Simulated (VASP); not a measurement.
Set up this calculation in VASP 6.6.1, as the native input.

```
Task                   : single point
Functional             : PBEsol
Potentials or basis    : VASP PAW PBE potentials, release 64 (Zr_sv, S)
Cutoff                 : 520 eV
k mesh                 : 16 × 16 × 16
Occupations            : gaussian, width 0.15 eV
Spin                   : no spin polarisation
Dipole correction      : no
Further INCAR settings : ALGO = Normal; EDIFF = 1e-07; NBANDS = 16
```

The structure of ZrS lies in POSCAR:

```
ZrS
1.0
    0.2095036507      2.6455926120      2.6455926120
    2.6455926120      0.2095036507      2.6455926120
    2.6455926120      2.6455926120      0.2095036507
Zr S
1 1
Direct
    0.0000000000      0.0000000000      0.0000000000
    0.5000000000      0.5000000000      0.5000000000
```

One way to write it, as run:

INCAR

```
SYSTEM = ZrS
  ALGO = Normal
  EDIFF = 1E-7
  ENCUT = 520
  GGA = PS
  ISIF = 2
  ISMEAR = 0
  LASPH = .TRUE.
  LCHARG = .FALSE.
  LREAL = .FALSE.
  LWAVE = .FALSE.
  NBANDS = 16
  NELM = 80
  PREC = Accurate
  SIGMA = 0.15
```

KPOINTS

```
k-points
0
G
  16 16 16
  0 0 0
```

Potentials or basis: VASP PAW PBE potentials, release 64 (Zr_sv, S).

The run is started by

```console
$ cat potpaw_PBE.64/Zr_sv/POTCAR potpaw_PBE.64/S/POTCAR > POTCAR
$ mpirun -np 1 vasp_std > vasp.out
```

It gave:

```
Pressure               : 9.5 GPa
Band gap on the k mesh : zero (bands 9 and 10 overlap by 2.56 eV)
```

Caveat: the cell stands under pressure; the PAW data sets were made with another functional, which shifts forces and pressure a little.

Wall time 2.8 min on 1 thread of Intel(R) Xeon(R) Platinum 8488C (Sapphire Rapids), with other jobs on the host, peak memory 0.32 GiB.
